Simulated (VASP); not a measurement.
# Zn (P6/mmm) in VASP: further runs, part 2 of 2

VASP 6.6.1.

### 4 Single point, r2SCAN (13.48 Å³/atom)

This run uses another cell than the first one, of 13.48 Å³/atom.

File POSCAR:

```
Zn
1.0
    4.2335684303      0.0000000000      0.0000000000
   -2.1167842151      3.6663778093      0.0000000000
    0.0000000000      0.0000000000      2.6048297752
Zn
3
Direct
    1.0000000000      0.0000000000      0.0000000000
    0.3333333333      0.6666666667      0.5000000000
    0.6666666667      0.3333333333      0.5000000000
```

File INCAR.step1:

```
SYSTEM = Zn
PREC = Accurate ; ENCUT = 520
ISMEAR = -1 ; SIGMA = 0.1
LREAL = .FALSE. ; LASPH = .TRUE.
NELM = 100 ; NBANDS = 25
GGA = PE ; ALGO = Normal
EDIFF = 1E-4 ; LWAVE = .TRUE.
LCHARG = .FALSE.
```

File INCAR.step2:

```
SYSTEM = Zn
PREC = Accurate ; ENCUT = 520
EDIFF = 1E-6 ; ISMEAR = -1
SIGMA = 0.1 ; LREAL = .FALSE.
LASPH = .TRUE. ; NELM = 100
ALGO = Normal ; ISIF = 2
LWAVE = .FALSE. ; LCHARG = .FALSE.
METAGGA = R2SCAN ; LMIXTAU = .TRUE.
NBANDS = 25 ; ISTART = 1
```

File KPOINTS:

```
Automatic mesh
0
G
  10 10 13
  0 0 0
```

Potentials or basis: VASP PAW PBE potentials, release 64 (Zn).

Started as:

```sh
> cat potpaw_PBE.64/Zn/POTCAR > POTCAR
> cp INCAR.step1 INCAR
> mpirun -np 1 vasp_std > vasp.out
> cp INCAR.step2 INCAR
> mpirun -np 1 vasp_std > vasp.out
```

OUTCAR:

```text
SYSTEM = Zn
   PREC = Accurate
   ENCUT = 520
   EDIFF = 1E-6
   ISMEAR = -1
   LREAL = .FALSE.
   LASPH = .TRUE.
   NELM = 100
   ISIF = 2
   METAGGA = R2SCAN
   ISTART = 1

 ion  position               nearest neighbor table
   1  0.000  0.000  0.000-   2 2.77   3 2.77   2 2.77   3 2.77   2 2.77   2 2.77   3 2.77   3 2.77
                             3 2.77   3 2.77   2 2.77   2 2.77
   2  0.333  0.667  0.500-   3 2.44   3 2.44   3 2.44   1 2.77   1 2.77   1 2.77   1 2.77   1 2.77
                             1 2.77
   3  0.667  0.333  0.500-   2 2.44   2 2.44   2 2.44   1 2.77   1 2.77   1 2.77   1 2.77   1 2.77
                             1 2.77

  LATTYP: Found a hexagonal cell.
 ALAT       =     4.2335684303
 C/A-ratio  =     0.6152799507

  Lattice vectors:

 A1 = (   4.2335684303,   0.0000000000,   0.0000000000)
 A2 = (  -2.1167842151,   3.6663778093,   0.0000000000)
 A3 = (   0.0000000000,   0.0000000000,   2.6048297752)

Analysis of symmetry for initial positions (statically):
=====================================================================
 Subroutine PRICEL returns:
 Original cell was already a primitive cell.

 Routine SETGRP: Setting up the symmetry group for a
 hexagonal supercell.

 Subroutine GETGRP returns: Found 24 space group operations
 (whereof 24 operations were pure point group operations)
 out of a pool of 24 trial point group operations.

The static configuration has the point symmetry D_6h.

Analysis of symmetry for dynamics (positions and initial velocities):
=====================================================================
 Subroutine PRICEL returns:
 Original cell was already a primitive cell.

 Routine SETGRP: Setting up the symmetry group for a
 hexagonal supercell.

 Subroutine GETGRP returns: Found 24 space group operations
 (whereof 24 operations were pure point group operations)
 out of a pool of 24 trial point group operations.
[... 118 lines left out ...]
   ISMEAR =    -1;   SIGMA  =   0.10  broadening in eV -4-tet -1-fermi 0-gaus
   EFERMI_NEDOS =   21; number of points for ismear=-14 and -15
   IALGO  =     38    algorithm
   IMIX   =      4    mixing-type and parameters
     AMIX     =   0.40;   BMIX     =  1.00
     AMIX_MAG =   1.60;   BMIX_MAG =  1.00
  volume/ion in A,a.u.               =      13.48        90.95
  Fermi-wavevector in a.u.,A,eV,Ry     =   1.574954  2.976232 33.748992  2.480481
  Thomas-Fermi vector in A             =   2.676011
   LORBIT       =      0    0 simple, 1 ext, 2 COOP (PROOUT), +10 PAW based schemes
   METAGGA = R2SCAN    functional components
   LHFCALC =     F    Hartree Fock is set to
   AEXX    =    0.0000 exact exchange contribution
   IVDW    =     0    specifies the selected vdW correction
   LEPSILON=     F    determine dielectric tensor
   LRPA    =     F    only Hartree local field effects (RPA)
 non-spin polarized calculation
  energy-cutoff  :      520.00
  volume of cell :       40.43
 maximum number of plane-waves:      1099
 NGX is ok and might be reduce to    32
   NGX = 15   NGY = 15   NGZ =  9

 number of electron      35.9999983 magnetization

 Free energy of the ion-electron system (eV)
  ---------------------------------------------------
  ext. energy  EPLUGINS =         0.00000000
  ---------------------------------------------------
  free energy    TOTEN  =       -26.27932985 eV

  energy without entropy =      -26.25495782  energy(sigma->0) =      -26.26714383

 E-fermi :   4.1686     XC(G=0): -13.4121

 val. band max:        4.1656185389   @ k =   0.5000   0.0000   0.2308
 cond. band min:       4.2117501395   @ k =   0.3000   0.0000   0.3077
 fundamental gap:      0.0461316007
 Fermi energy:         4.1686496367

 k-point     1 :       0.0000    0.0000    0.0000
  band No.  band energies     occupation
      1      -8.0246      2.00000
      2      -5.2987      2.00000
      3      -4.6307      2.00000
      4      -4.6305      2.00000
      5      -4.6290      2.00000
      6      -4.5394      2.00000
[... 661 lines left out ...]
     24      16.5773      0.00000
     25      17.0581      0.00000

 [... further k-points ...]

------------------------ aborting loop because EDIFF is reached ----------------------------------------

  FORCE on cell =-STRESS in cart. coord.  units (eV):
  Direction    XX          YY          ZZ          XY          YZ          ZX
  --------------------------------------------------------------------------------------
  -------------------------------------------------------------------------------------
  Total        2.2871538      2.2871538      2.1707657      0.0000000     -0.0000000      0.0000000
  in kB       90.6322595     90.6322595     86.0201886      0.0000000     -0.0000000      0.0000000
  external PRESSURE =      89.0949026 kB  Pullay stress =       0.0000000 kB

 VOLUME and BASIS-vectors are now :
 -----------------------------------------------------------------------------
  energy-cutoff  :      520.00
  volume of cell :       40.43
      direct lattice vectors                 reciprocal lattice vectors
     4.233568430  0.000000000  0.000000000     0.236207355  0.136374380  0.000000000
    -2.116784215  3.666377809  0.000000000     0.000000000  0.272748760  0.000000000
     0.000000000  0.000000000  2.604829775     0.000000000  0.000000000  0.383902246

 POSITION                                       TOTAL-FORCE (eV/Angst)
 -----------------------------------------------------------------------------------
      0.00000      0.00000      0.00000         0.000000      0.000000      0.000000
     -0.00000      2.44425      1.30241        -0.000000     -0.000000      0.000000
      2.11678      1.22213      1.30241         0.000000      0.000000      0.000000
 -----------------------------------------------------------------------------------
    total drift:                               -0.000000      0.000000     -0.000000

  FREE ENERGIE OF THE ION-ELECTRON SYSTEM (eV)
  ---------------------------------------------------
  free  energy   TOTEN  =       -26.2793298452 eV

  energy  without entropy=      -26.2549578187  energy(sigma->0) =      -26.26714383
```

OUTCAR.step1:

```text
SYSTEM = Zn
   PREC = Accurate
   ENCUT = 520
   ISMEAR = -1
   LREAL = .FALSE.
   LASPH = .TRUE.
   NELM = 100
[... 899 lines left out ...]
      0.00000      0.00000      0.00000        -0.000000      0.000000      0.000000
     -0.00000      2.44425      1.30241        -0.000000      0.000000      0.000000
      2.11678      1.22213      1.30241         0.000000     -0.000000      0.000000
 -----------------------------------------------------------------------------------
    total drift:                               -0.000000      0.000000     -0.000000

  FREE ENERGIE OF THE ION-ELECTRON SYSTEM (eV)
  ---------------------------------------------------
  free  energy   TOTEN  =        -2.8138671561 eV

  energy  without entropy=       -2.7870918206  energy(sigma->0) =       -2.80047949
```

OSZICAR.step1:

```text
N       E                     dE             d eps       ncg     rms          rms(c)
DAV:   1     0.193619044215E+03    0.19362E+03   -0.18265E+04  5100   0.238E+03
DAV:   2     0.679635453862E+01   -0.18682E+03   -0.18110E+03  4948   0.360E+02
DAV:   3    -0.312720719737E+01   -0.99236E+01   -0.98479E+01  5327   0.956E+01
DAV:   4    -0.321120206665E+01   -0.83995E-01   -0.83966E-01  5732   0.928E+00
DAV:   5    -0.321131266770E+01   -0.11060E-03   -0.11060E-03  5609   0.290E-01    0.667E+00
DAV:   6    -0.284462821370E+01    0.36668E+00   -0.14829E+00  5710   0.235E+01    0.474E+00
DAV:   7    -0.282332584784E+01    0.21302E-01   -0.58779E-02  5790   0.369E+00    0.234E+00
DAV:   8    -0.281388592193E+01    0.94399E-02   -0.24668E-03  7347   0.157E+00    0.636E-02
DAV:   9    -0.281386715612E+01    0.18766E-04   -0.64209E-04  6012   0.661E-01
   1 F= -.28138672E+01 E0= -.28004795E+01  d E =-.267753E-01
```

It took 1.9 min on 1 thread of Intel Xeon Platinum 8488C (Sapphire Rapids), shared host; peak memory 0.2 GiB.

Results:

```
Free energy            : -26.2793 eV
Pressure               : 8.9 GPa
Band gap on the k mesh : zero (bands 18 and 19 overlap by 5.29 eV)
```

Stress tensor (GPa, compression positive):
```
9.06 0.00 0.00
0.00 9.06 0.00
0.00 0.00 8.60
```

Caveat: the cell stands under pressure; the PAW data sets were made with another functional, which shifts forces and pressure a little.

### 5 Single point, r2SCAN (14.06 Å³/atom)

This run uses another cell than the first one, of 14.06 Å³/atom.

File POSCAR:

```
Zn
1.0
    4.2940561515      0.0000000000      0.0000000000
   -2.1470280758      3.7187617125      0.0000000000
    0.0000000000      0.0000000000      2.6420466573
Zn
3
Direct
    1.0000000000      0.0000000000      0.0000000000
    0.3333333333      0.6666666667      0.5000000000
    0.6666666667      0.3333333333      0.5000000000
```

File INCAR.step1:

```
  PREC = Accurate
  ENCUT = 520
  ISMEAR = -1
  SIGMA = 0.1
  LREAL = F
  LASPH = T
  NELM = 100
  NBANDS = 25
  GGA = PE
  ALGO = Normal
  EDIFF = 1E-4
  LWAVE = T
  LCHARG = F
```

File INCAR.step2:

```
  PREC = Accurate
  ENCUT = 520
  EDIFF = 1E-6
  ISMEAR = -1
  SIGMA = 0.1
  LREAL = F
  LASPH = T
  NELM = 100
  ALGO = Normal
  ISIF = 2
  LWAVE = F
  LCHARG = F
  METAGGA = R2SCAN
  LMIXTAU = T
  NBANDS = 25
  ISTART = 1
```

File KPOINTS:

```
Automatic mesh
0
Gamma
  10 10 13
```

Started as:

```sh
> cat potpaw_PBE.64/Zn/POTCAR > POTCAR
> cp INCAR.step1 INCAR
> mpirun -np 1 vasp_std > vasp.out
> cp INCAR.step2 INCAR
> mpirun -np 1 vasp_std > vasp.out
```

Run time: 2.1 min. Hardware: 1 thread of Intel Xeon Platinum 8488C (Sapphire Rapids), shared host; peak memory 0.21 GiB.

The run converged. Its results:

- Free energy: -26.3471 eV
- Pressure: 4.1 GPa
- Band gap on the k mesh: zero (bands 18 and 19 overlap by 5.24 eV)

Levels at points of the mesh, in eV from the Fermi level:
```
           k point  band 16  band 17  band 18  band 19  band 20  band 21
(0.00, 0.00, 0.00)    -7.64     0.57     0.57     0.63     0.63     1.52
(0.50, 0.00, 0.00)    -7.54    -7.29    -3.37    -0.83     9.55     9.61
```

Caveat: the cell stands under pressure; the PAW data sets were made with another functional, which shifts forces and pressure a little.

### 6 Single point, r2SCAN (14.65 Å³/atom)

File POSCAR:

```
Zn
1.0
    4.3528861490      0.0000000000      0.0000000000
   -2.1764430745      3.7697099848      0.0000000000
    0.0000000000      0.0000000000      2.6782435752
Zn
3
Direct
    1.0000000000      0.0000000000      0.0000000000
    0.3333333333      0.6666666667      0.5000000000
    0.6666666667      0.3333333333      0.5000000000
```

File INCAR.step1:

```
PREC = Accurate
ENCUT = 520
ISMEAR = -1
SIGMA = 0.1
LREAL = False
LASPH = True
NELM = 60
NBANDS = 25
GGA = PE
ALGO = Normal
EDIFF = 1E-4
LWAVE = True
LCHARG = False
```

File INCAR.step2:

```
PREC = Accurate
ENCUT = 520
EDIFF = 1E-7
ISMEAR = -1
SIGMA = 0.1
LREAL = False
LASPH = True
NELM = 60
ALGO = Normal
ISIF = 2
LWAVE = False
LCHARG = False
METAGGA = R2SCAN
LMIXTAU = True
NBANDS = 25
ISTART = 1
```

File KPOINTS:

```
regular mesh
0
Gamma
  10 10 13
```

Potentials or basis: VASP PAW PBE potentials, release 64 (Zn).

Started as:

```sh
> cat potpaw_PBE.64/Zn/POTCAR > POTCAR
> cp INCAR.step1 INCAR
> mpirun -np 1 vasp_std > vasp.out
> cp INCAR.step2 INCAR
> mpirun -np 1 vasp_std > vasp.out
```

It took 2.8 min on 1 thread of Intel Xeon Platinum 8488C (Sapphire Rapids), shared host; peak memory 0.21 GiB.

The run converged. Its results:

| Quantity | Value |
| --- | --- |
| Free energy | -26.3684 eV |
| Pressure | 0.3 GPa |
| Band gap on the k mesh | zero (bands 18 and 19 overlap by 5.23 eV) |

Stress tensor (GPa, compression positive):
```
0.17 0.00 0.00
0.00 0.17 0.00
0.00 0.00 0.64
```

Levels at points of the mesh, in eV from the Fermi level:
```
           k point  band 14  band 15  band 16  band 17  band 18  band 19  band 20  band 21  band 22  band 23
(0.00, 0.00, 0.00)    -7.97    -7.54    -7.54     0.62     0.62     0.69     0.69     1.38     1.54    10.04
(0.50, 0.00, 0.00)    -7.66    -7.49    -7.40    -7.16    -3.16    -0.88     9.26     9.36     9.42     9.45
```

Caveat: the PAW data sets were made with another functional, which shifts forces and pressure a little.

### 7 Summary

```tsv
cell	k mesh	gap on the mesh (eV)	pressure (GPa)
a = 4.353, b = 4.353, c = 2.678 Å, angles 90.0, 90.0, 120.0°, 3 atoms	8 × 8 × 12	none	0.4
a = 4.171, b = 4.171, c = 2.567 Å, angles 90.0, 90.0, 120.0°, 3 atoms	10 × 10 × 13	none	15.1
a = 4.234, b = 4.234, c = 2.605 Å, angles 90.0, 90.0, 120.0°, 3 atoms	10 × 10 × 13	none	8.9
a = 4.294, b = 4.294, c = 2.642 Å, angles 90.0, 90.0, 120.0°, 3 atoms	10 × 10 × 13	none	4.1
a = 4.353, b = 4.353, c = 2.678 Å, angles 90.0, 90.0, 120.0°, 3 atoms	10 × 10 × 13	none	0.3
```

Alike in all rows: task single point; level r2SCAN; potentials or basis VASP PAW PBE potentials, release 64 (Zn); no spin polarisation; cutoff (eV) 520; smearing fermi-dirac 0.1 eV.

Caveats: the PAW data sets were made with another functional, which shifts forces and pressure a little; the cell stands under pressure (at least some runs).

Total energies depend on the potentials used, so only differences within one code and one set of settings carry meaning.

The gap in the log of VASP goes by the Fermi energy; the results here count the filled bands.